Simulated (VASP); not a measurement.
Al3Ni2, 5 atoms in the cell. It takes space group P-3m1 (No. 164, trigonal). Conventional cell: a = 3.907 Å, b = 3.907 Å, c = 4.862 Å, α = 90.00°, β = 90.00°, γ = 120.00°. Within 3.1 Å of Al (site symmetry -3m) lie 6 Ni at 2.36 Å and 6 Al at 2.83 Å. Al (site symmetry 3m) has 5 Ni at 2.42 to 2.47 Å and 6 Al at 2.68 to 2.83 Å within 3.2 Å. Ni (site symmetry 3m) has 8 Al at 2.36 to 2.47 Å and 3 Ni at 2.67 Å within 3.1 Å.  This cell differs from its parent crystal: strain -0.025 along x and y, +0.000 along z.

| Item | Value |
| --- | --- |
| Program | VASP 6.6.1 |
| Task | single point |
| Functional | r2SCAN |
| Potentials or basis | VASP PAW PBE potentials, release 64 (Al, Ni) |
| Cutoff | 520 eV |
| k mesh | 12 × 12 × 10 |
| Occupations | gaussian, width 0.15 eV |
| Spin | no spin polarisation |
| Dipole correction | no |
| Further INCAR settings | ALGO = Normal; EDIFF = 1e-06; NBANDS = 22 |

Potentials or basis: VASP PAW PBE potentials, release 64 (Al, Ni).

Run with:

```console
$ cat potpaw_PBE.64/Al/POTCAR potpaw_PBE.64/Ni/POTCAR > POTCAR
$ cp INCAR.step1 INCAR
$ mpirun -np 1 vasp_std > vasp.out
$ cp INCAR.step2 INCAR
$ mpirun -np 1 vasp_std > vasp.out
```

Hardware: 1 thread of Oxide Virtual Turin-like Processor, on a shared host.

**Question.** How long does it take, and how much memory?

**Answer.** It took 25 min on 1 thread of Oxide Virtual Turin-like Processor, with other jobs on the host, peak memory 0.29 GiB. Counts: k points 162.
